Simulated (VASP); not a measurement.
YF5, 6 atoms in the cell. It takes space group P6/mmm (No. 191, hexagonal). Conventional cell: a = 4.044 Å, b = 4.044 Å, c = 6.175 Å, α = 90.00°, β = 90.00°, γ = 120.00°. Within 3.4 Å of Y (site symmetry 6/mmm) lie 2 F at 2.61 Å. F (site symmetry mmm) has 8 F at 2.02 to 2.08 Å within 2.7 Å. Within 1.3 Å of F (site symmetry 6mm) lie 1 F at 0.95 Å. 

| Item | Value |
| --- | --- |
| Program | VASP 6.6.1 |
| Task | single point |
| Functional | PBE |
| Potentials or basis | VASP PAW PBE potentials, release 64 (Y_sv, F) |
| Cutoff | 520 eV |
| k mesh | 6 × 6 × 4 |
| Occupations | gaussian, width 0.1 eV |
| Spin | no spin polarisation |
| Dipole correction | no |
| Further INCAR settings | ALGO = Normal; EDIFF = 1e-06; NBANDS = 32 |

Potentials or basis: VASP PAW PBE potentials, release 64 (Y_sv, F).

Command:

```bash
$ cat potpaw_PBE.64/Y_sv/POTCAR potpaw_PBE.64/F/POTCAR > POTCAR
$ mpirun -np 1 vasp_std > vasp.out
```

Hardware: 1 thread of Intel(R) Xeon(R) 6975P-C (Granite Rapids) (shared host).

Problem. How long does it take, and how much memory?

Solution. It took 37 s on 1 thread of Intel(R) Xeon(R) 6975P-C (Granite Rapids), with other jobs on the host, peak memory 0.23 GiB. Counts: scf iterations 16, k points 21.
